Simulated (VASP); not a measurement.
# SiC (Fm-3m) in VASP: notebook

Runs on SiC. Level: PBE. Tasks: single point.

Everything below comes from runs of VASP 6.6.1. Logs are shortened: lines on timing, memory, paths and dates and some standing lists are left out, and cuts for length are marked.

### 1 The cell of the first run

Symmetry: Fm-3m, No. 225, cubic system. Conventional cell: a = 3.698 Å, b = 3.698 Å, c = 3.698 Å, α = 90.00°, β = 90.00°, γ = 90.00°. C (site symmetry m-3m) has 6 Si at 1.85 Å within 2.5 Å. Si (site symmetry m-3m) has 6 C at 1.85 Å within 2.5 Å.

### 2 Single point, PBE

INCAR

```
SYSTEM = SiC
PREC = Accurate
ENCUT = 600
EDIFF = 1E-6
ISMEAR = 0
SIGMA = 0.1
LREAL = .FALSE.
LASPH = .TRUE.
NELM = 120
ALGO = Normal
ISIF = 2
LWAVE = .FALSE.
LCHARG = .TRUE.
GGA = PE
LELF = .TRUE.
LVHAR = .TRUE.
NBANDS = 11
GGA_COMPAT = .FALSE.
```

KPOINTS

```
regular mesh
0
G
  8 8 8
  0 0 0
```

POSCAR

```
SiC
1.0
    0.0000000000      1.8490670968      1.8490670968
    1.8490670968      0.0000000000      1.8490670968
    1.8490670968      1.8490670968      0.0000000000
C Si
1 1
Direct
    0.0000000000      0.0000000000      0.0000000000
    0.5000000000      0.5000000000      0.5000000000
```

Potentials or basis: VASP PAW PBE potentials, release 64 (C, Si).

Command:

```sh
$ cat potpaw_PBE.64/C/POTCAR potpaw_PBE.64/Si/POTCAR > POTCAR
$ mpirun -np 1 vasp_std > vasp.out
```

OUTCAR:

```text
SYSTEM = SiC
   PREC = Accurate
   ENCUT = 600
   EDIFF = 1E-6
   ISMEAR = 0
   LREAL = .FALSE.
   LASPH = .TRUE.
   NELM = 120
   ISIF = 2
   GGA = PE

 ion  position               nearest neighbor table
   1  0.000  0.000  0.000-   2 1.85   2 1.85   2 1.85   2 1.85   2 1.85   2 1.85
   2  0.500  0.500  0.500-   1 1.85   1 1.85   1 1.85   1 1.85   1 1.85   1 1.85

  LATTYP: Found a face centered cubic cell.
 ALAT       =     3.6981341936

  Lattice vectors:

 A1 = (   0.0000000000,   1.8490670968,   1.8490670968)
 A2 = (   1.8490670968,   0.0000000000,   1.8490670968)
 A3 = (   1.8490670968,   1.8490670968,   0.0000000000)

Analysis of symmetry for initial positions (statically):
=====================================================================
 Subroutine PRICEL returns:
 Original cell was already a primitive cell.

 Routine SETGRP: Setting up the symmetry group for a
 face centered cubic supercell.

 Subroutine GETGRP returns: Found 48 space group operations
 (whereof 48 operations were pure point group operations)
 out of a pool of 48 trial point group operations.

The static configuration has the point symmetry O_h .

Analysis of symmetry for dynamics (positions and initial velocities):
=====================================================================
 Subroutine PRICEL returns:
 Original cell was already a primitive cell.

 Routine SETGRP: Setting up the symmetry group for a
 face centered cubic supercell.

 Subroutine GETGRP returns: Found 48 space group operations
 (whereof 48 operations were pure point group operations)
 out of a pool of 48 trial point group operations.

The dynamic configuration has the point symmetry O_h .

 Subroutine INISYM returns: Found 48 space group operations
 (whereof 48 operations are pure point group operations),
 and found     1 'primitive' translations

----------------------------------------------------------------------------------------

                                     Primitive cell

  volume of cell :      12.6441

  direct lattice vectors                    reciprocal lattice vectors
     0.000000000  1.849067097  1.849067097    -0.270406629  0.270406629  0.270406629
     1.849067097  0.000000000  1.849067097     0.270406629 -0.270406629  0.270406629
     1.849067097  1.849067097  0.000000000     0.270406629  0.270406629 -0.270406629

  length of vectors
     2.614975766  2.614975766  2.614975766     0.468358020  0.468358020  0.468358020

  position of ions in fractional coordinates (direct lattice)
     0.000000000  0.000000000  0.000000000
     0.500000000  0.500000000  0.500000000

  ion indices of the primitive-cell ions
   primitive index   ion index
                 1           1
                 2           2

----------------------------------------------------------------------------------------

 KPOINTS: regular mesh

Automatic generation of k-mesh.
 Grid dimensions read from file:
 generate k-points for:    8    8    8

 Generating k-lattice:

  Cartesian coordinates                     Fractional coordinates (reciprocal lattice)
    -0.033800829  0.033800829  0.033800829     0.125000000  0.000000000  0.000000000
     0.033800829 -0.033800829  0.033800829     0.000000000  0.125000000  0.000000000
     0.033800829  0.033800829 -0.033800829     0.000000000  0.000000000  0.125000000

  Length of vectors
     0.058544752  0.058544752  0.058544752

  Shift w.r.t. Gamma in fractional coordinates (k-lattice)
     0.000000000  0.000000000  0.000000000

 Subroutine IBZKPT returns following result:
 ===========================================

 Found     29 irreducible k-points:

 Following reciprocal coordinates:
            Coordinates               Weight
  0.000000  0.000000  0.000000      1.000000
  0.125000  0.000000  0.000000      8.000000
  0.250000  0.000000  0.000000      8.000000
  0.375000  0.000000  0.000000      8.000000
  0.500000  0.000000  0.000000      4.000000
  0.125000  0.125000  0.000000      6.000000
[... 16 lines left out ...]
  0.500000  0.250000  0.125000     48.000000
 -0.375000  0.250000  0.125000     24.000000
 [... further k-points ...]
   k-points           NKPTS =     29   k-points in BZ     NKDIM =     29   number of bands    NBANDS=     11
   number of dos      NEDOS =    301   number of ions     NIONS =      2
   total plane-waves  NPLWV =  13824
   dimension x,y,z NGX =    24 NGY =   24 NGZ =   24
   dimension x,y,z NGXF=    48 NGYF=   48 NGZF=   48
   ions per type =               1   1
   NGX,Y,Z   is equivalent  to a cutoff of  15.26, 15.26, 15.26 a.u.
   NGXF,Y,Z  is equivalent  to a cutoff of  30.52, 30.52, 30.52 a.u.
 SYSTEM =  SiC
   PREC   = accura    normal or accurate (medium, high low for compatibility)
   ISTART =      0    job   : 0-new  1-cont  2-samecut
   ICHARG =      2    charge: 1-file 2-atom 10-const
   ISPIN  =      1    spin polarized calculation?
   LNONCOLLINEAR =      F non collinear calculations
   LSORBIT =      F    spin-orbit coupling
   LASPH  =      T    aspherical Exc in radial PAW
   ENCUT  =  600.0 eV  44.10 Ry    6.64 a.u.   5.22  5.22  5.22*2*pi/ulx,y,z
   NELM   =    120;   NELMIN=  2; NELMDL= -5     # of ELM steps
   EDIFF  = 0.1E-05   stopping-criterion for ELM
   LREAL  =      F    real-space projection
   EDIFFG = 0.1E-04   stopping-criterion for IOM
   NSW    =      0    number of steps for IOM
   IBRION =     -1    ionic relax: 0-MD 1-quasi-New 2-CG
   NFREE  =      0    steps in history (QN), initial steepest desc. (CG)
   ISIF   =      2    stress and relaxation
   ISYM   =      2    0-nonsym 1-usesym 2-fastsym
   POTIM  = 0.5000    time-step for ionic-motion
   TEBEG  =    0.0;   TEEND  =   0.0 temperature during run
   PSTRESS=    0.0 pullay stress
   NELECT =       8.0000    total number of electrons
   NUPDOWN=      -1.0000    fix difference up-down
   EMIN   =  10.00;   EMAX   =-10.00  energy-range for DOS
   EFERMI =   0.00;   METHOD = LEGACY
   ISMEAR =     0;   SIGMA  =   0.10  broadening in eV -4-tet -1-fermi 0-gaus
   EFERMI_NEDOS =   21; number of points for ismear=-14 and -15
   IALGO  =     38    algorithm
   IMIX   =      4    mixing-type and parameters
     AMIX     =   0.40;   BMIX     =  1.00
     AMIX_MAG =   1.60;   BMIX_MAG =  1.00
  volume/ion in A,a.u.               =       6.32        42.66
  Fermi-wavevector in a.u.,A,eV,Ry     =   1.405429  2.655875 26.874634  1.975230
  Thomas-Fermi vector in A             =   2.527891
   LORBIT       =      0    0 simple, 1 ext, 2 COOP (PROOUT), +10 PAW based schemes
   GGA     = PE    functional components
   LHFCALC =     F    Hartree Fock is set to
   AEXX    =    0.0000 exact exchange contribution
   IVDW    =     0    specifies the selected vdW correction
   LEPSILON=     F    determine dielectric tensor
   LRPA    =     F    only Hartree local field effects (RPA)
 non-spin polarized calculation
 Gauss-broadening in eV      SIGMA  =   0.10
  energy-cutoff  :      600.00
  volume of cell :       12.64
 maximum number of plane-waves:       444
 NGX is ok and might be reduce to    24
   NGX = 11   NGY = 11   NGZ = 11

 number of electron       8.0000000 magnetization

 Free energy of the ion-electron system (eV)
  ---------------------------------------------------
  ext. energy  EPLUGINS =         0.00000000
  ---------------------------------------------------
  free energy    TOTEN  =       -12.33483462 eV

  energy without entropy =      -12.33483462  energy(sigma->0) =      -12.33483462

 E-fermi :  17.4577     XC(G=0): -13.9666

 val. band max:       17.0523696473   @ k =   0.0000   0.0000   0.0000
 cond. band min:      18.1703858606   @ k =   0.5000   0.5000   0.0000
 fundamental gap:      1.1180162133
 Fermi energy:        17.4577376280

 k-point     1 :       0.0000    0.0000    0.0000
  band No.  band energies     occupation
      1      -4.8768      2.00000
      2      17.0524      2.00000
      3      17.0524      2.00000
      4      17.0524      2.00000
      5      26.0310      0.00000
      6      26.0310      0.00000
      7      26.0310      0.00000
      8      30.0318      0.00000
      9      32.3230      0.00000
     10      32.3230      0.00000
     11      33.0202      0.00000

 k-point     2 :       0.1250    0.0000    0.0000
  band No.  band energies     occupation
      1      -4.4232      2.00000
      2      14.8264      2.00000
      3      16.6572      2.00000
      4      16.6572      2.00000
      5      25.5651      0.00000
      6      26.8030      0.00000
      7      26.8030      0.00000
      8      29.5908      0.00000
      9      29.5908      0.00000
     10      30.7638      0.00000
     11      32.9869      0.00000

 k-point     3 :       0.2500    0.0000    0.0000
  band No.  band energies     occupation
      1      -3.0745      2.00000
      2      10.5126      2.00000
      3      15.9154      2.00000
      4      15.9154      2.00000
      5      25.0148      0.00000
      6      25.8270      0.00000
      7      25.8270      0.00000
      8      30.7903      0.00000
      9      30.7903      0.00000
     10      31.6300      0.00000
     11      32.5587      0.00000
[... 267 lines left out ...]
 k-point    23 :       0.5000    0.2500    0.1250
  band No.  band energies     occupation
      1       0.2614      2.00000
      2       7.2108      2.00000
      3      10.9844      2.00000
      4      13.4868      2.00000
      5      22.5474      0.00000
      6      25.4260      0.00000
      7      27.0171      0.00000
      8      31.4769      0.00000
      9      34.6467      0.00000
     10      36.1652      0.00000
     11      37.9069      0.00000

 k-point    24 :      -0.3750    0.2500    0.1250
  band No.  band energies     occupation
      1       2.4959      2.00000
      2       4.2937      2.00000
      3      10.9903      2.00000
      4      12.8240      2.00000
      5      22.4411      0.00000
      6      25.0160      0.00000
      7      28.9111      0.00000
      8      31.3935      0.00000
      9      34.8231      0.00000
     10      35.4885      0.00000
     11      38.4671      0.00000

 [... further k-points ...]

------------------------ aborting loop because EDIFF is reached ----------------------------------------

  FORCE on cell =-STRESS in cart. coord.  units (eV):
  Direction    XX          YY          ZZ          XY          YZ          ZX
  --------------------------------------------------------------------------------------
  -------------------------------------------------------------------------------------
  Total        9.8320848      9.8320848      9.8320848      0.0000000      0.0000000      0.0000000
  in kB     1245.8569870   1245.8569870   1245.8569870      0.0000000      0.0000000      0.0000000
  external PRESSURE =    1245.8569870 kB  Pullay stress =       0.0000000 kB

 VOLUME and BASIS-vectors are now :
 -----------------------------------------------------------------------------
  energy-cutoff  :      600.00
  volume of cell :       12.64
      direct lattice vectors                 reciprocal lattice vectors
     0.000000000  1.849067097  1.849067097    -0.270406629  0.270406629  0.270406629
     1.849067097  0.000000000  1.849067097     0.270406629 -0.270406629  0.270406629
     1.849067097  1.849067097  0.000000000     0.270406629  0.270406629 -0.270406629

 POSITION                                       TOTAL-FORCE (eV/Angst)
 -----------------------------------------------------------------------------------
      0.00000      0.00000      0.00000         0.000000     -0.000000     -0.000000
      1.84907      1.84907      1.84907         0.000000      0.000000      0.000000
 -----------------------------------------------------------------------------------
    total drift:                                0.000000     -0.000000     -0.000000

  FREE ENERGIE OF THE ION-ELECTRON SYSTEM (eV)
  ---------------------------------------------------
  free  energy   TOTEN  =       -12.3348346164 eV

  energy  without entropy=      -12.3348346164  energy(sigma->0) =      -12.33483462
```

Run time: 4.5 s. Hardware: 1 thread of Intel Xeon Platinum 8259CL at 2.50GHz (Skylake/Cascade Lake), shared host; peak memory 0.13 GiB.

What came out:

```
Free energy            : -12.3348 eV
Pressure               : 124.6 GPa
Band gap on the k mesh : 1.12 eV (least direct gap 6.60 eV)
```

Caveat: the cell stands under pressure. A k mesh can miss the band edges.

### 3 Single point, PBE

INCAR

```
ALGO     = Normal         # electronic algorithm
EDIFF    = 1E-6           # SCF threshold, eV
ENCUT    = 600            # plane-wave cutoff, eV
GGA      = PE             # functional
GGA_COMPAT= False        
ISIF     = 2              # what is computed and relaxed
ISMEAR   = 0              # smearing method
LASPH    = True           # aspherical terms in the spheres
LCHARG   = False          # write CHGCAR
LREAL    = False          # projectors in reciprocal space
LWAVE    = False          # write WAVECAR
NBANDS   = 11             # bands
NELM     = 120            # most SCF steps
PREC     = Accurate       # precision mode
SIGMA    = 0.02           # smearing width, eV
```

KPOINTS

```
k-points
0
Gamma
  12 12 12
```

POSCAR

```
SiC
1.0
    0.0000000000      1.8491031915      1.8491031915
    1.8491031915      0.0000000000      1.8491031915
    1.8491031915      1.8491031915      0.0000000000
C Si
1 1
Direct
    0.0000000000      0.0000000000      0.0000000000
    0.5000000000      0.5000000000      0.5000000000
```

Potentials or basis: VASP PAW PBE potentials, release 64 (C, Si).

Command:

```sh
$ cat potpaw_PBE.64/C/POTCAR potpaw_PBE.64/Si/POTCAR > POTCAR
$ mpirun -np 1 vasp_std > vasp.out
```

It took 7.5 s on 1 thread of Intel Xeon Platinum 8259CL at 2.50GHz (Skylake/Cascade Lake), shared host; peak memory 0.14 GiB.

It converged, with:

```yaml
Free_energy: -12.3409 eV
Pressure: 124.6 GPa
Band_gap_on_the_k_mesh: 1.12 eV (least direct gap 6.60 eV)
```

Levels at points of the mesh, in eV from the valence-band top:
| k point | band 2 | band 3 | band 4 | band 5 | band 6 | band 7 |
| --- | --- | --- | --- | --- | --- | --- |
| (0.00, 0.00, 0.00) | 0.00 | 0.00 | 0.00 | 8.98 | 8.98 | 8.98 |
| (0.50, 0.00, 0.00) | -13.94 | -1.90 | -1.90 | 6.66 | 6.66 | 7.70 |
| (0.50, 0.50, 0.00) | -12.51 | -5.48 | -5.48 | 1.12 | 1.13 | 19.00 |

Caveat: the cell stands under pressure.

(Continued in part 2 of 2.)
